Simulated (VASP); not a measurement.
Wanted: the native input for a VASP 6.6.1 run.

```yaml
Task: single point
Functional: LDA
Potentials_or_basis: VASP PAW LDA potentials, release 64 (W_sv)
Cutoff: 520 eV
k_mesh: 22 × 22 × 22
Occupations: gaussian, width 0.15 eV
Spin: no spin polarisation
Dipole_correction: no
Further_INCAR_settings: ALGO = Normal; EDIFF = 1e-06; NBANDS = 13
```

The structure of W lies in POSCAR:

```
W
1.0
   -1.5468893564      1.5468893564      1.5468893564
    1.5468893564     -1.5468893564      1.5468893564
    1.5468893564      1.5468893564     -1.5468893564
W
1
Direct
    0.0000000000      0.0000000000      0.0000000000
```

These files were run (other wordings do the same):

INCAR

```
ALGO = Normal
EDIFF = 1E-6
ENCUT = 520
GGA = CA
ISIF = 2
ISMEAR = 0
LASPH = True
LCHARG = False
LREAL = False
LWAVE = False
NBANDS = 13
NELM = 80
PREC = Accurate
SIGMA = 0.15
```

KPOINTS

```
k-points
0
Gamma
  22 22 22
```

Potentials or basis: VASP PAW LDA potentials, release 64 (W_sv).

Run with:

```sh
$ cat potpaw_LDA.64/W_sv/POTCAR > POTCAR
$ mpirun -np 1 vasp_std > vasp.out
```

Results of the run:

| Quantity | Value |
| --- | --- |
| Pressure | 16.8 GPa |
| Band gap on the k mesh | zero (bands 7 and 8 overlap by 7.04 eV) |

Caveat: the cell stands under pressure; spin-orbit coupling is left out, which moves the levels of the heavy elements.

Run time: 18 s on 1 thread of Intel(R) Xeon(R) 6975P-C (Granite Rapids), on a shared host, peak memory 0.16 GiB.
